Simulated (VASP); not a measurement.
## MoS2: single point with PBE+D3(BJ)

Crystal: MoS2.

```
Mo S
1.0
     1.54145    0.88996    6.15591
    -1.54145    0.88996    6.15591
     0.00000   -1.77992    6.15591
Mo S
1 2
Direct
  0.00000 0.00000 0.00000
  0.75633 0.75633 0.75633
  0.24367 0.24367 0.24367
```

This cell differs from its parent crystal: ratio of the length along z to the lengths across it x 1.05, volume and fractional coordinates fixed.

```
Program                : VASP 6.6.1
Task                   : single point
Functional             : PBE
Dispersion             : D3(BJ)
Potentials or basis    : VASP PAW PBE potentials, release 64 (Mo_sv, S)
Cutoff                 : 520 eV
k mesh                 : 18 × 18 × 18
Occupations            : gaussian, width 0.15 eV
Spin                   : no spin polarisation
Dipole correction      : no
Further INCAR settings : ALGO = Normal; EDIFF = 1e-06; NBANDS = 20
```

```
Pressure                   : -1.0 GPa
Largest force              : 0.420 eV/Å
Band gap on the k mesh     : zero (bands 13 and 14 overlap by 0.47 eV)
Dispersion energy per atom : -0.449 eV
```

Forces on the atoms (eV/Å):
```
Mo   0.000  0.000  0.000
S    0.000  0.000 -0.420
S    0.000  0.000  0.420
```

Stress tensor (GPa, compression positive):
```
 1.14  0.00  0.00
 0.00  1.14  0.00
 0.00  0.00 -5.36
```

Levels at points of the mesh, in eV from the Fermi level:
| k point | band 9 | band 10 | band 11 | band 12 | band 13 | band 14 | band 15 | band 16 | band 17 | band 18 |
| --- | --- | --- | --- | --- | --- | --- | --- | --- | --- | --- |
| (0.00, 0.00, 0.00) | -3.32 | -1.87 | -1.72 | -0.62 | -0.62 | 0.35 | 0.35 | 3.20 | 3.20 | 6.76 |
| (0.50, 0.00, 0.00) | -5.36 | -3.73 | -2.66 | -2.20 | -1.07 | 1.68 | 2.19 | 3.10 | 3.94 | 5.52 |
| (0.50, 0.50, 0.00) | -4.62 | -3.61 | -2.86 | -2.58 | -1.42 | 1.68 | 1.85 | 3.69 | 4.67 | 5.07 |
| (0.50, 0.50, 0.50) | -3.30 | -3.30 | -0.60 | -0.60 | -0.44 | 0.19 | 0.19 | 3.37 | 3.37 | 6.79 |

Wall time 27 min on 1 thread of Intel(R) Xeon(R) Platinum 8259CL CPU @ 2.50GHz (Skylake/Cascade Lake), on a shared host, peak memory 0.72 GiB.

Caveat: the stress differs along the axes, from -5 to 1 GPa.
